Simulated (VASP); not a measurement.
# In: single point with r2SCAN

Crystal: In.

```xyz
1
Lattice="-1.5734 1.5734 2.6458 1.5734 -1.5734 2.6458 1.5734 1.5734 -2.6458" Properties=species:S:1:pos:R:3 pbc="T T T"
In    0.0000    0.0000    0.0000
```

* Program: VASP 6.6.1
* Task: single point
* Functional: r2SCAN
* Potentials or basis: VASP PAW PBE potentials, release 64 (In_d)
* Cutoff: 520 eV
* k mesh: 8 × 8 × 8
* Occupations: methfessel-paxton, width 0.05 eV
* Spin: no spin polarisation

```yaml
Pressure: 0.1 GPa
```

Levels at points of the mesh, in eV from the Fermi level:
```tsv
k point	band 3	band 4	band 5	band 6	band 7	band 8	band 9	band 10
(0.00, 0.00, 0.00)	-15.18	-15.18	-14.98	-10.06	11.14	11.15	11.15	12.43
(0.50, 0.00, 0.00)	-15.17	-14.97	-14.90	-4.43	-3.58	6.51	10.36	10.84
(0.50, 0.50, 0.00)	-15.00	-14.96	-14.77	-1.82	-0.91	2.95	4.23	7.12
(0.50, 0.50, 0.50)	-14.92	-14.92	-14.92	-4.18	-3.41	6.01	6.01	9.30
```

It took 97 s on 1 thread of Intel(R) Xeon(R) Platinum 8259CL CPU @ 2.50GHz (Skylake/Cascade Lake) (shared host), peak memory 0.17 GiB.

Caveat: the PAW data sets were made with another functional, which shifts forces and pressure a little; spin-orbit coupling is left out, which moves the levels of the heavy elements.
